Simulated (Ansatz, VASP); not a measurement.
H: VASP beside Ansatz

INCAR

```
ALGO = Normal
EDIFF = 1E-6
ENCUT = 500
GGA = PE
GGA_COMPAT = False
ISIF = 2
ISMEAR = -1
LASPH = True
LCHARG = False
LREAL = False
LWAVE = False
NBANDS = 8
NELM = 120
PREC = Accurate
SIGMA = 0.01
```

File KPOINTS:

```
k-points
0
Gamma
  13 13 7
```

Contents of POSCAR:

```
H
1.0
    1.9946445635      0.0000000000      0.0000000000
   -0.9973222818      1.7274128635      0.0000000000
    0.0000000000      0.0000000000      3.2043007947
H
2
Direct
    0.3333333333      0.6666666667      0.2500000000
    0.6666666667      0.3333333333      0.7500000000
```

Input for Ansatz:

```yaml
crystal:
  lattice:
    - [1.9946445635, 0.0, 0.0]
    - [-0.9973222818, 1.7274128635, 0.0]
    - [0.0, 0.0, 3.2043007947]
  atoms:
    - { symbol: H, position: [0.3333333333, 0.6666666667, 0.25] }
    - { symbol: H, position: [0.6666666667, 0.3333333333, 0.75] }
kpoints:
  mp_grid: { grid: [13, 13, 7] }
scf:
  occupations: { method: fermi_dirac, width: 0.01 }
hamiltonian:
  xc: pbe
  pseudopotentials: { kind: all_electron, lapw: { basis_error: 0.001 } }
output:
  forces: true
  stress: true
  eigenvalues: true
```

Change from the starting cell: volume scaled by 0.97.

Alike in both runs: task single point; functional PBE; k mesh 13 × 13 × 7; occupations fermi-dirac, width 0.01 eV; no spin polarisation.

|  | VASP | Ansatz |
| --- | --- | --- |
| version | VASP 6.6.1 | Ansatz 0.2.0 |
| potentials or method | VASP PAW PBE potentials, release 64 (H), cutoff 500 eV | all-electron LAPW, scalar-relativistic |

VASP gave:

| Quantity | Value |
| --- | --- |
| pressure (GPa) | -24.0 |
| traceless stress, the component that is largest in VASP (GPa) | -2.27 |

Problem. Which values does Ansatz return?

Solution. Pressure (GPa): -23.7; traceless stress, the component that is largest in VASP (GPa): -2.27.

Ansatz ran all-electron here, and VASP with PAW potentials.
